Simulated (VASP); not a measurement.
Input of a VASP 6.6.1 run:

The input INCAR:

```
PREC = Accurate ; ENCUT = 520
EDIFF = 1E-6 ; ISMEAR = 0
SIGMA = 0.1 ; LREAL = False
LASPH = True ; NELM = 80
ALGO = Normal ; ISIF = 2
LWAVE = False ; LCHARG = False
GGA = PE ; NBANDS = 51
```

KPOINTS

```
regular mesh
0
Gamma
  6 4 6
```

POSCAR

```
Si6Ge
1.0
    5.9435736670      0.0000000000      0.0004581747
    0.0000000000      7.7289864700      0.0000000000
   -2.9229051945      0.0000000000      5.9385430979
Si Ge
12 2
Direct
    0.4148118345      0.7509184876      0.4083334779
    0.4148118345      0.2490815124      0.4083334779
    0.9799126015      0.7518296217      0.3779247572
    0.9799126015      0.2481703783      0.3779247572
    0.5351464987      0.7493114819      0.1102638468
    0.5351464987      0.2506885181      0.1102638468
    0.6128490120      0.0000000000      0.6236980693
    0.6145487530      0.5000000000      0.6210092691
    0.0095095415      0.5000000000      0.5998596538
    0.0105387813      0.0000000000      0.5986438126
    0.4343935171      0.5000000000      0.8811694251
    0.4330450116      0.0000000000      0.8857292802
    0.0159625596      0.8274362504      0.0073274685
    0.0159625596      0.1725637496      0.0073274685
```

Potentials or basis: VASP PAW PBE potentials, release 64 (Si, Ge_d).

The run is started by

```bash
$ cat potpaw_PBE.64/Si/POTCAR potpaw_PBE.64/Ge_d/POTCAR > POTCAR
$ mpirun -np 1 vasp_std > vasp.out
```

Q: What does it give for the largest force?

A: 0.010 eV/Å.

Q: Predict the pressure.

A: -0.1 GPa.

Forces in eV/Å, atoms in the order of the input:
```
Si   0.002  0.000  0.001
Si   0.002  0.000  0.001
Si  -0.001 -0.002  0.005
Si  -0.001  0.002  0.005
Si  -0.001  0.000 -0.002
Si  -0.001  0.000 -0.002
Si  -0.006  0.000 -0.008
Si  -0.009  0.000 -0.004
Si   0.008  0.000 -0.002
Si   0.003  0.000  0.001
Si   0.002  0.000  0.006
Si  -0.002  0.000  0.009
Ge   0.001 -0.003 -0.005
Ge   0.001  0.003 -0.005
```
